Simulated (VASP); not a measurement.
Runs of VASP 6.6.1 on Be. The structure is that of space group P6_3/mmc (No. 194), or close to it. The cells are those of the table. 

| task | cell | k mesh | cutoff (eV) | gap on the mesh (eV) | pressure (GPa) |
| --- | --- | --- | --- | --- | --- |
| single point | a = 2.285, b = 2.285, c = 3.584 Å, angles 90.0, 90.0, 120.0°, 2 atoms | 12 × 12 × 6 | 520 | none | -2.8 |
| single point | a = 2.216, b = 2.216, c = 3.497 Å, angles 90.0, 90.0, 120.0°, 2 atoms | 24 × 24 × 12 | 520 | none | 8.7 |
| relaxation of shape and atoms at fixed volume | relaxed from a = 2.217, b = 2.217, c = 3.493 Å, angles 90.0, 90.0, 120.0°, 2 atoms | 24 × 24 × 12 | 600 | none | 8.7 |
| single point | a = 2.288, b = 2.288, c = 3.595 Å, angles 90.0, 90.0, 120.0°, 2 atoms | 24 × 24 × 12 | 520 | none | (a) |
| single point | a = 2.264, b = 2.264, c = 3.563 Å, angles 90.0, 90.0, 120.0°, 2 atoms | 24 × 24 × 12 | 520 | none | 0.2 |

Alike in all rows: level r2SCAN; potentials or basis VASP PAW PBE potentials, release 64 (Be); no spin polarisation; smearing gaussian 0.1 eV.

**Question.** Estimate the missing entries.

**Answer.** (a) -3.3.

Caveats: the PAW data sets were made with another functional, which shifts forces and pressure a little.

A gap of «none» marks levels without a gap at the run's occupations.
